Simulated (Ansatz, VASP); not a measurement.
# One calculation of Ru, two programs

```
Ru
1.0
     5.48306    0.00000    0.00000
    -2.74153    4.74847    0.00000
     0.00000    0.00000    8.70864
Ru
15
Direct
  0.16924 0.33486 0.12515
  0.33029 0.16024 0.37780
  0.33030 0.16032 0.87251
  0.16700 0.83378 0.12509
  0.33022 0.67050 0.37778
  0.17011 0.33523 0.62513
  0.33026 0.67052 0.87248
  0.66594 0.33489 0.12516
  0.83369 0.16708 0.37646
  0.66560 0.33548 0.62513
  0.83370 0.16713 0.87380
  0.66582 0.83148 0.12513
  0.84049 0.67051 0.37779
  0.66531 0.83064 0.62512
  0.84046 0.67055 0.87248
```

Alike in both runs: functional PBE; k mesh 4 × 4 × 2; occupations fermi-dirac, width 0.5 eV; no spin polarisation.

Ansatz relaxed the structure, and its values are those at the end. VASP's run is a single point on that final structure, the one shown.

|  | VASP | Ansatz |
| --- | --- | --- |
| version | VASP 6.6.1 | Ansatz 0.2.0 |
| potentials or method | VASP PAW PBE potentials, release 64 (Ru_pv), cutoff 400 eV | plane-wave PAW DFT |
| valence electrons in the cell | 210 | 240 |

|  | VASP | Ansatz | Ansatz less VASP |
| --- | --- | --- | --- |
| rms of the force components (eV/Å) | 0.008 | 0.001 | -0.0066 |

VASP's potentials hold 210 valence electrons a cell and Ansatz's 240, so a difference there can come from the potentials and not from the codes.

The k mesh is coarse, so the values compare programs but aren't converged.
